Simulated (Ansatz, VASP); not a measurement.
## TlSbS4 in VASP and in Ansatz

```
Tl Sb S
1.0
     0.00000    3.96416    3.96416
     3.96416    0.00000    3.96416
     3.96416    3.96416    0.00000
Tl Sb S
1 1 4
Direct
  0.00000 0.00000 0.00000
  0.75000 0.75000 0.75000
  0.37767 0.86700 0.37767
  0.37767 0.37767 0.86700
  0.37767 0.37767 0.37767
  0.86700 0.37767 0.37767
```

Alike in both runs: functional r2SCAN; k mesh 8 × 8 × 8; occupations gaussian, width 0.1 eV; no spin polarisation.

Ansatz relaxed the structure, and its values are those at the end. VASP's run is a single point on that final structure, the one shown.

|  | VASP | Ansatz |
| --- | --- | --- |
| version | VASP 6.6.1 | Ansatz 0.2.0 |
| potentials or method | VASP PAW PBE potentials, release 64 (Tl_d, Sb, S), cutoff 520 eV | scalar-relativistic, plane waves, PAW |
| valence electrons in the cell | 42 | 52 |

VASP gave:

* gap on the k mesh at the Fermi level (eV): none
* pressure (GPa): -0.2
* rms of the force components (eV/Å): 0.007

**Question.** Which values does Ansatz return?

**Answer.** gap on the k mesh at the Fermi level (eV): none; pressure (GPa): 0.0; rms of the force components (eV/Å): 0.003.

VASP's potentials were made for PBE, not for r2SCAN. A gap of «none» marks a metal or a gap that the smearing closes. The functional is the same, so the differences come from potentials, cutoffs and numerics. VASP's potentials hold 42 valence electrons a cell and Ansatz's 52, so a difference there can come from the potentials and not from the codes.

Spin-orbit coupling is off throughout.
